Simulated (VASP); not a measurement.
# Pb (Fm-3m) in VASP: a series of runs

Runs on Pb. Level: PBE. Tasks: single point, relaxation of cell and atoms.

Everything below comes from runs of VASP 6.6.1. Logs are shortened: lines on timing, memory, paths and dates and some standing lists are left out, and cuts for length are marked.

## Step 1: The cell of the first run

The structure is cubic, space group Fm-3m (No. 225). Conventional cell: a = 5.041 Å, b = 5.041 Å, c = 5.041 Å, α = 90.00°, β = 90.00°, γ = 90.00°. Pb (site symmetry m-3m) has 12 Pb at 3.56 Å within 4.7 Å.

## Step 2: Single point, PBE

INCAR

```
PREC = Accurate
ENCUT = 520
EDIFF = 1E-6
ISMEAR = 0
SIGMA = 0.1
LREAL = False
LASPH = True
NELM = 80
ALGO = Normal
ISIF = 2
LWAVE = False
LCHARG = False
GGA = PE
NBANDS = 13
```

KPOINTS

```
regular mesh
0
Gamma
  14 14 14
```

POSCAR

```
Pb
1.0
    0.0000000000      2.5206858338      2.5206858338
    2.5206858338      0.0000000000      2.5206858338
    2.5206858338      2.5206858338      0.0000000000
Pb
1
Direct
    0.0000000000      0.0000000000      0.0000000000
```

Potentials or basis: VASP PAW PBE potentials, release 64 (Pb_d).

Run with:

```
$ cat potpaw_PBE.64/Pb_d/POTCAR > POTCAR
$ mpirun -np 1 vasp_std > vasp.out
```

OUTCAR:

```text
PREC = Accurate
   ENCUT = 520
   EDIFF = 1E-6
   ISMEAR = 0
   LREAL = False
   LASPH = True
   NELM = 80
   ISIF = 2
   GGA = PE

 ion  position               nearest neighbor table
   1  0.000  0.000  0.000-

  LATTYP: Found a face centered cubic cell.
 ALAT       =     5.0413716676

  Lattice vectors:

 A1 = (   0.0000000000,   2.5206858338,   2.5206858338)
 A2 = (   2.5206858338,   0.0000000000,   2.5206858338)
 A3 = (   2.5206858338,   2.5206858338,   0.0000000000)

Analysis of symmetry for initial positions (statically):
=====================================================================
 Subroutine PRICEL returns:
 Original cell was already a primitive cell.

 Routine SETGRP: Setting up the symmetry group for a
 face centered cubic supercell.

 Subroutine GETGRP returns: Found 48 space group operations
 (whereof 48 operations were pure point group operations)
 out of a pool of 48 trial point group operations.

The static configuration has the point symmetry O_h .

Analysis of symmetry for dynamics (positions and initial velocities):
=====================================================================
 Subroutine PRICEL returns:
 Original cell was already a primitive cell.

 Routine SETGRP: Setting up the symmetry group for a
 face centered cubic supercell.

 Subroutine GETGRP returns: Found 48 space group operations
 (whereof 48 operations were pure point group operations)
 out of a pool of 48 trial point group operations.

The dynamic configuration has the point symmetry O_h .

 Subroutine INISYM returns: Found 48 space group operations
 (whereof 48 operations are pure point group operations),
 and found     1 'primitive' translations

----------------------------------------------------------------------------------------

                                     Primitive cell

  volume of cell :      32.0322

  direct lattice vectors                    reciprocal lattice vectors
     0.000000000  2.520685834  2.520685834    -0.198358714  0.198358714  0.198358714
     2.520685834  0.000000000  2.520685834     0.198358714 -0.198358714  0.198358714
     2.520685834  2.520685834  0.000000000     0.198358714  0.198358714 -0.198358714

  length of vectors
     3.564788093  3.564788093  3.564788093     0.343567371  0.343567371  0.343567371

  position of ions in fractional coordinates (direct lattice)
     0.000000000  0.000000000  0.000000000

  ion indices of the primitive-cell ions
   primitive index   ion index
                 1           1

----------------------------------------------------------------------------------------

 KPOINTS: regular mesh

Automatic generation of k-mesh.
 Grid dimensions read from file:
 generate k-points for:   14   14   14

 Generating k-lattice:

  Cartesian coordinates                     Fractional coordinates (reciprocal lattice)
    -0.014168480  0.014168480  0.014168480     0.071428571  0.000000000  0.000000000
     0.014168480 -0.014168480  0.014168480     0.000000000  0.071428571  0.000000000
     0.014168480  0.014168480 -0.014168480     0.000000000  0.000000000  0.071428571

  Length of vectors
     0.024540526  0.024540526  0.024540526

  Shift w.r.t. Gamma in fractional coordinates (k-lattice)
     0.000000000  0.000000000  0.000000000

 Subroutine IBZKPT returns following result:
 ===========================================

 Found    104 irreducible k-points:

 Following reciprocal coordinates:
            Coordinates               Weight
  0.000000  0.000000  0.000000      1.000000
  0.071429  0.000000  0.000000      8.000000
  0.142857  0.000000  0.000000      8.000000
  0.214286  0.000000  0.000000      8.000000
  0.285714  0.000000  0.000000      8.000000
  0.357143  0.000000  0.000000      8.000000
[... 16 lines left out ...]
  0.214286  0.142857  0.000000     24.000000
  0.285714  0.142857  0.000000     24.000000
 [... further k-points ...]
   k-points           NKPTS =    104   k-points in BZ     NKDIM =    104   number of bands    NBANDS=     13
   number of dos      NEDOS =    301   number of ions     NIONS =      1
   total plane-waves  NPLWV =  21952
   dimension x,y,z NGX =    28 NGY =   28 NGZ =   28
   dimension x,y,z NGXF=    56 NGYF=   56 NGZF=   56
   ions per type =               1
   NGX,Y,Z   is equivalent  to a cutoff of  13.06, 13.06, 13.06 a.u.
   NGXF,Y,Z  is equivalent  to a cutoff of  26.12, 26.12, 26.12 a.u.
 SYSTEM =  unknown system
   PREC   = accura    normal or accurate (medium, high low for compatibility)
   ISTART =      0    job   : 0-new  1-cont  2-samecut
   ICHARG =      2    charge: 1-file 2-atom 10-const
   ISPIN  =      1    spin polarized calculation?
   LNONCOLLINEAR =      F non collinear calculations
   LSORBIT =      F    spin-orbit coupling
   LASPH  =      T    aspherical Exc in radial PAW
   ENCUT  =  520.0 eV  38.22 Ry    6.18 a.u.   6.63  6.63  6.63*2*pi/ulx,y,z
   NELM   =     80;   NELMIN=  2; NELMDL= -5     # of ELM steps
   EDIFF  = 0.1E-05   stopping-criterion for ELM
   LREAL  =      F    real-space projection
   EDIFFG = 0.1E-04   stopping-criterion for IOM
   NSW    =      0    number of steps for IOM
   IBRION =     -1    ionic relax: 0-MD 1-quasi-New 2-CG
   NFREE  =      0    steps in history (QN), initial steepest desc. (CG)
   ISIF   =      2    stress and relaxation
   ISYM   =      2    0-nonsym 1-usesym 2-fastsym
   POTIM  = 0.5000    time-step for ionic-motion
   TEBEG  =    0.0;   TEEND  =   0.0 temperature during run
   PSTRESS=    0.0 pullay stress
   NELECT =      14.0000    total number of electrons
   NUPDOWN=      -1.0000    fix difference up-down
   EMIN   =  10.00;   EMAX   =-10.00  energy-range for DOS
   EFERMI =   0.00;   METHOD = LEGACY
   ISMEAR =     0;   SIGMA  =   0.10  broadening in eV -4-tet -1-fermi 0-gaus
   EFERMI_NEDOS =   21; number of points for ismear=-14 and -15
   IALGO  =     38    algorithm
   IMIX   =      4    mixing-type and parameters
     AMIX     =   0.40;   BMIX     =  1.00
     AMIX_MAG =   1.60;   BMIX_MAG =  1.00
  volume/ion in A,a.u.               =      32.03       216.16
  Fermi-wavevector in a.u.,A,eV,Ry     =   1.242383  2.347763 21.000799  1.543515
  Thomas-Fermi vector in A             =   2.376740
   LORBIT       =      0    0 simple, 1 ext, 2 COOP (PROOUT), +10 PAW based schemes
   GGA     = PE    functional components
   LHFCALC =     F    Hartree Fock is set to
   AEXX    =    0.0000 exact exchange contribution
   IVDW    =     0    specifies the selected vdW correction
   LEPSILON=     F    determine dielectric tensor
   LRPA    =     F    only Hartree local field effects (RPA)
 non-spin polarized calculation
 Gauss-broadening in eV      SIGMA  =   0.10
  energy-cutoff  :      520.00
  volume of cell :       32.03
 maximum number of plane-waves:       886
   NGX = 13   NGY = 13   NGZ = 13

 number of electron      14.0000003 magnetization

 Free energy of the ion-electron system (eV)
  ---------------------------------------------------
  ext. energy  EPLUGINS =         0.00000000
  ---------------------------------------------------
  free energy    TOTEN  =        -3.56888651 eV

  energy without entropy =       -3.56660573  energy(sigma->0) =       -3.56774612

 E-fermi :   6.6893     XC(G=0):  -9.9243

 val. band max:        6.6823820427   @ k =   0.3571   0.2857   0.0000
 cond. band min:       6.7377354096   @ k =  -0.2857   0.2857   0.0714
 fundamental gap:      0.0553533669
 Fermi energy:         6.6893239169

 k-point     1 :       0.0000    0.0000    0.0000
  band No.  band energies     occupation
      1     -10.3536      2.00000
      2     -10.3536      2.00000
      3     -10.3536      2.00000
      4     -10.2356      2.00000
      5     -10.2356      2.00000
      6      -4.7113      2.00000
      7      13.6744      0.00000
      8      13.6744      0.00000
      9      13.6744      0.00000
     10      16.4065      0.00000
     11      17.3291      0.00000
     12      18.7728      0.00000
     13      18.7728      0.00000

 k-point     2 :       0.0714    0.0000    0.0000
  band No.  band energies     occupation
      1     -10.3535      2.00000
      2     -10.3473      2.00000
      3     -10.3473      2.00000
      4     -10.2360      2.00000
      5     -10.2360      2.00000
      6      -4.6187      2.00000
      7      12.5394      0.00000
      8      13.5585      0.00000
      9      13.5585      0.00000
     10      16.1274      0.00000
     11      17.9109      0.00000
     12      18.9801      0.00000
     13      18.9801      0.00000

 k-point     3 :       0.1429    0.0000    0.0000
  band No.  band energies     occupation
      1     -10.3539      2.00000
      2     -10.3330      2.00000
      3     -10.3330      2.00000
      4     -10.2335      2.00000
      5     -10.2335      2.00000
      6      -4.3410      2.00000
      7      10.4812      0.00000
      8      13.2637      0.00000
      9      13.2637      0.00000
     10      15.7655      0.00000
     11      18.8730      0.00000
     12      19.4357      0.00000
     13      19.4428      0.00000
[... 305 lines left out ...]
 k-point    23 :       0.2143    0.1429    0.0000
  band No.  band energies     occupation
      1     -10.3870      2.00000
      2     -10.2930      2.00000
      3     -10.2869      2.00000
      4     -10.2669      2.00000
      5     -10.2023      2.00000
      6      -3.8806      2.00000
      7       9.7042      0.00000
      8      11.5712      0.00000
      9      11.8248      0.00000
     10      15.1412      0.00000
     11      16.1369      0.00000
     12      20.3225      0.00000
     13      21.3624      0.00000

 k-point    24 :       0.2857    0.1429    0.0000
  band No.  band energies     occupation
      1     -10.3867      2.00000
      2     -10.3038      2.00000
      3     -10.2803      2.00000
      4     -10.2439      2.00000
      5     -10.1763      2.00000
      6      -3.3677      2.00000
      7       7.7979      0.00000
      8      11.1802      0.00000
      9      11.3635      0.00000
     10      14.9707      0.00000
     11      16.4679      0.00000
     12      19.8744      0.00000
     13      20.7762      0.00000

 [... further k-points ...]
[... 5 lines left out ...]
  --------------------------------------------------------------------------------------
  -------------------------------------------------------------------------------------
  Total       -0.0125642     -0.0125642     -0.0125642     -0.0000000     -0.0000000      0.0000000
  in kB       -0.6284319     -0.6284319     -0.6284319     -0.0000000     -0.0000000      0.0000000
  external PRESSURE =      -0.6284319 kB  Pullay stress =       0.0000000 kB

 VOLUME and BASIS-vectors are now :
 -----------------------------------------------------------------------------
  energy-cutoff  :      520.00
  volume of cell :       32.03
      direct lattice vectors                 reciprocal lattice vectors
     0.000000000  2.520685834  2.520685834    -0.198358714  0.198358714  0.198358714
     2.520685834  0.000000000  2.520685834     0.198358714 -0.198358714  0.198358714
     2.520685834  2.520685834  0.000000000     0.198358714  0.198358714 -0.198358714

 POSITION                                       TOTAL-FORCE (eV/Angst)
 -----------------------------------------------------------------------------------
      0.00000      0.00000      0.00000         0.000000     -0.000000      0.000000
 -----------------------------------------------------------------------------------
    total drift:                               -0.000000     -0.000000     -0.000000

  FREE ENERGIE OF THE ION-ELECTRON SYSTEM (eV)
  ---------------------------------------------------
  free  energy   TOTEN  =        -3.5688865136 eV

  energy  without entropy=       -3.5666057350  energy(sigma->0) =       -3.56774612
```

Wall time 48 s (1 thread of AMD EPYC 7R43 (Zen 3), shared host); peak memory 0.14 GiB.

Results:

| Item | Value |
| --- | --- |
| Free energy | -3.5689 eV |
| Pressure | -0.1 GPa |
| Band gap on the k mesh | zero (band 7 reaches 13.67 eV, above the bottom of band 8 at 5.24 eV) |

Caveat: spin-orbit coupling is left out, which moves the levels of the heavy elements.

## Step 3: Relaxation of cell and atoms, PBE

This run uses another cell than the first one, of 30.32 Å³/atom, 0.947 times its volume.

INCAR

```
SYSTEM = Pb
PREC = Accurate
ENCUT = 600
EDIFF = 1E-6
ISMEAR = 0
SIGMA = 0.1
LREAL = .False.
LASPH = .True.
NELM = 80
ALGO = Fast
ISIF = 3
LWAVE = .False.
LCHARG = .False.
GGA = PE
IBRION = 2
NSW = 100
EDIFFG = -0.002
```

KPOINTS

```
regular mesh
0
Gamma
  14 14 14
  0 0 0
```

POSCAR

```
Pb
1.0
    0.0000000000      2.4750200000      2.4750200000
    2.4750200000      0.0000000000      2.4750200000
    2.4750200000      2.4750200000      0.0000000000
Pb
1
Direct
    0.0000000000      0.0000000000      0.0000000000
```

Potentials or basis: VASP PAW PBE potentials, release 64 (Pb_d).

Run with:

```
$ cat potpaw_PBE.64/Pb_d/POTCAR > POTCAR
$ mpirun -np 1 vasp_std > vasp.out
```

Run time: 2.9 min. Hardware: 1 thread of AMD EPYC 7R43 (Zen 3), shared host; peak memory 0.15 GiB.

The run converged. Its results:

```
Free energy                            : -3.5686 eV
Relaxed volume                         : 32.00 Å³/atom
Relaxed cell                           : a = 3.564 Å, b = 3.564 Å, c = 3.564 Å, α = 60.00°, β = 60.00°, γ = 60.00°
Space group after relaxing (to 0.05 Å) : Fm-3m (No. 225)
Energy gained by relaxing              : 12.2 meV/atom
Ionic steps                            : 3
Pressure after relaxing                : 0.0 GPa
Band gap on the k mesh                 : zero (band 7 reaches 13.69 eV, above the bottom of band 8 at 5.24 eV)
```

Step by step:
| step | energy change (eV) | largest force (eV/Å) | pressure (GPa) | volume (Å³) |
| --- | --- | --- | --- | --- |
| 1 | 0.0000 | 0.0000 | 2.49 | 30.32 |
| 2 | -0.0115 | 0.0000 | -0.47 | 32.44 |
| 3 | -0.0122 | 0.0000 | 0.00 | 32.00 |

Final structure:
```yaml
crystal:
  lattice:
    - [0.00000, 2.51993, 2.51993]
    - [2.51993, 0.00000, 2.51993]
    - [2.51993, 2.51993, 0.00000]
  atoms:
    - { symbol: Pb, position: [0.00000, 0.00000, 0.00000] }
```

Levels at points of the mesh, in eV from the Fermi level:
| k point | band 3 | band 4 | band 5 | band 6 | band 7 | band 8 | band 9 | band 10 | band 11 |
| --- | --- | --- | --- | --- | --- | --- | --- | --- | --- |
| (0.00, 0.00, 0.00) | -17.04 | -16.93 | -16.93 | -11.41 | 6.99 | 6.99 | 6.99 | 9.72 | 10.65 |
| (0.50, 0.00, 0.00) | -17.03 | -16.81 | -16.81 | -8.09 | -3.95 | 5.28 | 5.28 | 8.99 | 9.19 |
| (0.50, 0.50, 0.00) | -16.82 | -16.78 | -16.78 | -6.80 | -3.07 | 1.98 | 1.98 | 5.22 | 6.48 |

Caveat: spin-orbit coupling is left out, which moves the levels of the heavy elements. PBE usually gives volumes a little too large and moduli too small.
